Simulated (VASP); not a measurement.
Set up this calculation in VASP 6.6.1, as the native input.

```yaml
Task: single point
Functional: PBEsol
Potentials_or_basis: VASP PAW PBE potentials, release 64 (Al)
Cutoff: 520 eV
k_mesh: 13 × 13 × 13
Occupations: fermi-dirac, width 0.1 eV
Spin: no spin polarisation
Dipole_correction: no
Further_INCAR_settings: ALGO = Normal; EDIFF = 1e-06; NBANDS = 8
```

The structure of Al lies in POSCAR:

```
Al
1.0
   -1.6121595065      1.6121595065      1.6121595065
    1.6121595065     -1.6121595065      1.6121595065
    1.6121595065      1.6121595065     -1.6121595065
Al
1
Direct
    0.0000000000      0.0000000000      0.0000000000
```

These files were run (other wordings do the same):

INCAR

```
SYSTEM = Al
PREC = Accurate
ENCUT = 520
EDIFF = 1E-6
ISMEAR = -1
SIGMA = 0.1
LREAL = .FALSE.
LASPH = .TRUE.
NELM = 100
ALGO = Normal
ISIF = 2
LWAVE = .FALSE.
LCHARG = .FALSE.
GGA = PS
NBANDS = 8
```

KPOINTS

```
regular mesh
0
G
  13 13 13
  0 0 0
```

Potentials or basis: VASP PAW PBE potentials, release 64 (Al).

Launch:

```console
$ cat potpaw_PBE.64/Al/POTCAR > POTCAR
$ mpirun -np 1 vasp_std > vasp.out
```

It gave:

```json
{"Pressure": "-1.0 GPa"}
```

Caveat: the PAW data sets were made with another functional, which shifts forces and pressure a little.

Wall time 4.9 s on 1 thread of Intel(R) Xeon(R) Platinum 8559C (Emerald Rapids), on a shared host, peak memory 0.13 GiB.
